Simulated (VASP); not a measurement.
# DyAgH2 (Cmcm) in VASP: notebook, part 2 of 2

VASP 6.6.1.

**3. Single point, PBE**

INCAR reads:

```
PREC     = Accurate       # precision mode
ENCUT    = 500            # plane-wave cutoff, eV
EDIFF    = 1E-6           # SCF threshold, eV
ISMEAR   = 0              # smearing method
SIGMA    = 0.1            # smearing width, eV
LREAL    = False          # projectors in reciprocal space
LASPH    = True           # aspherical terms in the spheres
NELM     = 200            # most SCF steps
ALGO     = Normal         # electronic algorithm
ISIF     = 2              # what is computed and relaxed
LWAVE    = False          # write WAVECAR
LCHARG   = True           # write CHGCAR
GGA      = PE             # functional
LELF     = True           # ELF
LVHAR    = True         
NBANDS   = 32             # bands
GGA_COMPAT= False        
LMAXMIX  = 6              # l up to which the mixer works
```

KPOINTS reads:

```
regular mesh
0
Gamma
  6 6 4
```

POSCAR reads:

```
DyAgH2
1.0
    1.8674186038     -5.7291857225      0.0000000000
    1.8674186038      5.7291857225      0.0000000000
    0.0000000000      0.0000000000      5.7525896960
Dy Ag H
2 2 4
Direct
    0.7056193282      0.2943806718      0.7500000000
    0.2943806718      0.7056193282      0.2500000000
    0.4380704419      0.5619295581      0.7500000000
    0.5619295581      0.4380704419      0.2500000000
    0.8106181422      0.1893818578      0.4471544923
    0.1893818578      0.8106181422      0.9471544923
    0.1893818578      0.8106181422      0.5528455077
    0.8106181422      0.1893818578      0.0528455077
```

Potentials or basis: VASP PAW PBE potentials, release 64 (Dy_3, Ag, H), 4f in core.

On the command line:

```console
cat potpaw_PBE.64/Dy_3/POTCAR potpaw_PBE.64/Ag/POTCAR potpaw_PBE.64/H/POTCAR > POTCAR
mpirun -np 1 vasp_std > vasp.out
```

OUTCAR:

```text
PREC = Accurate
   ENCUT = 500
   EDIFF = 1E-6
   ISMEAR = 0
   LREAL = False
   LASPH = True
   NELM = 200
   ISIF = 2
   GGA = PE

 ion  position               nearest neighbor table
   1  0.706  0.294  0.750-   5 2.12   8 2.12   6 2.19   7 2.19   6 2.19   7 2.19   3 3.07   3 3.25
                             3 3.25   4 3.31   4 3.31   2 3.58   2 3.58   2 3.58   2 3.58
   2  0.294  0.706  0.250-   6 2.12   7 2.12   5 2.19   8 2.19   5 2.19   8 2.19   4 3.07   4 3.25
                             4 3.25   3 3.31   3 3.31   1 3.58   1 3.58   1 3.58   1 3.58
   3  0.438  0.562  0.750-   1 3.07   4 3.21   4 3.21   1 3.25   1 3.25   2 3.31   2 3.31
   4  0.562  0.438  0.250-   2 3.07   3 3.21   3 3.21   2 3.25   2 3.25   1 3.31   1 3.31
   5  0.811  0.189  0.447-   1 2.12   2 2.19   2 2.19
   6  0.189  0.811  0.947-   2 2.12   1 2.19   1 2.19
   7  0.189  0.811  0.553-   2 2.12   1 2.19   1 2.19
   8  0.811  0.189  0.053-   1 2.12   2 2.19   2 2.19

  LATTYP: Found a base centered orthorhombic cell.
 ALAT       =     3.7348372076
 B/A-ratio  =     3.0679707864
 C/A-ratio  =     1.5402517904

  Lattice vectors:

 A1 = (   1.8674186038,  -5.7291857225,   0.0000000000)
 A2 = (   1.8674186038,   5.7291857225,   0.0000000000)
 A3 = (   0.0000000000,   0.0000000000,   5.7525896960)

Analysis of symmetry for initial positions (statically):
=====================================================================
 Subroutine PRICEL returns:
 Original cell was already a primitive cell.

 Routine SETGRP: Setting up the symmetry group for a
 base centered orthorhombic supercell.

 Subroutine GETGRP returns: Found  8 space group operations
 (whereof  4 operations were pure point group operations)
 out of a pool of  8 trial point group operations.

The static configuration has the point symmetry C_2h.
 The point group associated with its full space group is D_2h.
[... 148 lines left out ...]
  Fermi-wavevector in a.u.,A,eV,Ry     =   1.161849  2.195576 18.366414  1.349893
  Thomas-Fermi vector in A             =   2.298417
   LORBIT       =      0    0 simple, 1 ext, 2 COOP (PROOUT), +10 PAW based schemes
   GGA     = PE    functional components
   LHFCALC =     F    Hartree Fock is set to
   AEXX    =    0.0000 exact exchange contribution
   IVDW    =     0    specifies the selected vdW correction
   LEPSILON=     F    determine dielectric tensor
   LRPA    =     F    only Hartree local field effects (RPA)
 non-spin polarized calculation
 Gauss-broadening in eV      SIGMA  =   0.10
  energy-cutoff  :      500.00
  volume of cell :      123.09
 maximum number of plane-waves:      3144
 NGX is ok and might be reduce to    48
   NGX = 21   NGY = 21   NGZ = 21

 number of electron      44.0000004 magnetization

 Free energy of the ion-electron system (eV)
  ---------------------------------------------------
  ext. energy  EPLUGINS =         0.00000000
  ---------------------------------------------------
  free energy    TOTEN  =       -30.21254199 eV

  energy without entropy =      -30.20640052  energy(sigma->0) =      -30.20947125

 E-fermi :   3.4788     XC(G=0):  -9.9060

 val. band max:        3.4408268684   @ k =   0.1667   0.1667   0.2500
 cond. band min:       3.4920636061   @ k =   0.5000   0.3333   0.0000
 fundamental gap:      0.0512367378
 Fermi energy:         3.4787705628

 k-point     1 :       0.0000    0.0000    0.0000
  band No.  band energies     occupation
      1     -19.9141      2.00000
      2     -19.8113      2.00000
      3     -19.7945      2.00000
      4     -19.5776      2.00000
      5     -19.4393      2.00000
      6     -19.4086      2.00000
[... 829 lines left out ...]
     31       8.9410      0.00000
     32       9.3585      0.00000

 [... further k-points ...]

------------------------ aborting loop because EDIFF is reached ----------------------------------------

  FORCE on cell =-STRESS in cart. coord.  units (eV):
  Direction    XX          YY          ZZ          XY          YZ          ZX
  --------------------------------------------------------------------------------------
  -------------------------------------------------------------------------------------
  Total        0.2704434      0.2440293      0.0162259      0.0000000      0.0000000      0.0000000
  in kB        3.5201321      3.1763220      0.2111982      0.0000000      0.0000000      0.0000000
  external PRESSURE =       2.3025508 kB  Pullay stress =       0.0000000 kB

 VOLUME and BASIS-vectors are now :
 -----------------------------------------------------------------------------
  energy-cutoff  :      500.00
  volume of cell :      123.09
      direct lattice vectors                 reciprocal lattice vectors
     1.867418604 -5.729185722  0.000000000     0.267749287 -0.087272437  0.000000000
     1.867418604  5.729185722  0.000000000     0.267749287  0.087272437  0.000000000
     0.000000000  0.000000000  5.752589696     0.000000000  0.000000000  0.173834751

 POSITION                                       TOTAL-FORCE (eV/Angst)
 -----------------------------------------------------------------------------------
      1.86742     -2.35606      4.31444         0.000000     -0.007922     -0.000000
      1.86742      2.35606      1.43815         0.000000      0.007922      0.000000
      1.86742      0.70961      4.31444         0.000000      0.005945      0.000000
      1.86742     -0.70961      1.43815         0.000000     -0.005945     -0.000000
      1.86742     -3.55918      2.57230         0.000000     -0.036732      0.032536
      1.86742      3.55918      5.44859         0.000000      0.036732      0.032536
      1.86742      3.55918      3.18029         0.000000      0.036732     -0.032536
      1.86742     -3.55918      0.30400         0.000000     -0.036732     -0.032536
 -----------------------------------------------------------------------------------
    total drift:                                0.000000      0.000000      0.000000

  FREE ENERGIE OF THE ION-ELECTRON SYSTEM (eV)
  ---------------------------------------------------
  free  energy   TOTEN  =       -30.2125419866 eV

  energy  without entropy=      -30.2064005167  energy(sigma->0) =      -30.20947125
```

OSZICAR:

```text
N       E                     dE             d eps       ncg     rms          rms(c)
DAV:   1     0.251994547032E+03    0.25199E+03   -0.19530E+04  2496   0.124E+03
DAV:   2    -0.169380778372E+02   -0.26893E+03   -0.25643E+03  2496   0.363E+02
DAV:   3    -0.331103978871E+02   -0.16172E+02   -0.15307E+02  3248   0.700E+01
DAV:   4    -0.336970105699E+02   -0.58661E+00   -0.58401E+00  2896   0.146E+01
DAV:   5    -0.337150646138E+02   -0.18054E-01   -0.18045E-01  3368   0.235E+00    0.400E+01
DAV:   6    -0.306380401121E+02    0.30770E+01   -0.97802E+00  2920   0.193E+01    0.229E+01
DAV:   7    -0.302154505286E+02    0.42259E+00   -0.31218E+00  3120   0.100E+01    0.905E+00
DAV:   8    -0.302298437657E+02   -0.14393E-01   -0.36243E-01  3016   0.406E+00    0.209E+00
DAV:   9    -0.302140839461E+02    0.15760E-01   -0.64311E-02  2936   0.145E+00    0.754E-01
DAV:  10    -0.302124988060E+02    0.15851E-02   -0.14232E-02  3080   0.594E-01    0.139E-01
DAV:  11    -0.302125206662E+02   -0.21860E-04   -0.15471E-03  2952   0.227E-01    0.661E-02
DAV:  12    -0.302125397810E+02   -0.19115E-04   -0.10172E-04  2912   0.601E-02    0.132E-02
DAV:  13    -0.302125419462E+02   -0.21652E-05   -0.82563E-06  3080   0.200E-02    0.403E-03
DAV:  14    -0.302125419866E+02   -0.40385E-07   -0.10105E-06  2024   0.801E-03
   1 F= -.30212542E+02 E0= -.30209471E+02  d E =-.614147E-02
```

stdout:

```text
POSCAR found type information on POSCAR DyAgH
 POSCAR found :  3 types and       8 ions
 scaLAPACK will be used
 LDA part: xc-table for (Slater+PW92), standard interpolation
 POSCAR, INCAR and KPOINTS ok, starting setup
 FFT: planning ... GRIDC
 FFT: planning ... GRID_SOFT
 FFT: planning ... GRID
 WAVECAR not read
 entering main loop
```

Run time: 3.5 min. Hardware: 1 thread of AMD EPYC 7R13 (Zen 3), shared host; peak memory 0.35 GiB.

What came out:

- Free energy: -30.2125 eV
- Pressure: 0.2 GPa
- Largest force: 0.049 eV/Å
- Band gap on the k mesh: zero (bands 22 and 23 overlap by 0.52 eV)

Forces on the atoms (eV/Å):
```
Dy   0.000 -0.008  0.000
Dy   0.000  0.008  0.000
Ag   0.000  0.006  0.000
Ag   0.000 -0.006  0.000
H    0.000 -0.037  0.033
H    0.000  0.037  0.033
H    0.000  0.037 -0.033
H    0.000 -0.037 -0.033
```

Levels at points of the mesh, in eV from the Fermi level:
```csv
k point,band 18,band 19,band 20,band 21,band 22,band 23,band 24,band 25,band 26,band 27
"(0.00, 0.00, 0.00)",-3.68,-3.13,-2.66,-2.02,-1.65,1.15,1.61,1.96,2.14,2.75
"(0.50, 0.00, 0.00)",-3.36,-3.30,-3.28,-1.51,-1.19,0.48,1.30,2.18,2.45,2.93
"(0.50, 0.50, 0.00)",-3.67,-3.25,-2.88,-2.75,0.23,0.48,1.64,1.81,2.47,3.22
"(0.00, 0.00, 0.50)",-3.82,-3.31,-3.31,-1.10,-1.10,0.70,0.70,2.27,2.27,4.06
"(0.50, 0.00, 0.50)",-3.51,-3.06,-3.06,-1.08,-1.08,0.79,0.79,1.35,1.35,3.31
"(0.50, 0.50, 0.50)",-3.82,-3.32,-3.32,-1.51,-1.51,0.69,0.69,2.52,2.52,3.45
```

Caveat: spin-orbit coupling is left out, which moves the levels of the heavy elements; the 4f electrons are frozen in the core, so they carry no moment and show no levels.

The gap in the log of VASP goes by the Fermi energy; the results here count the filled bands.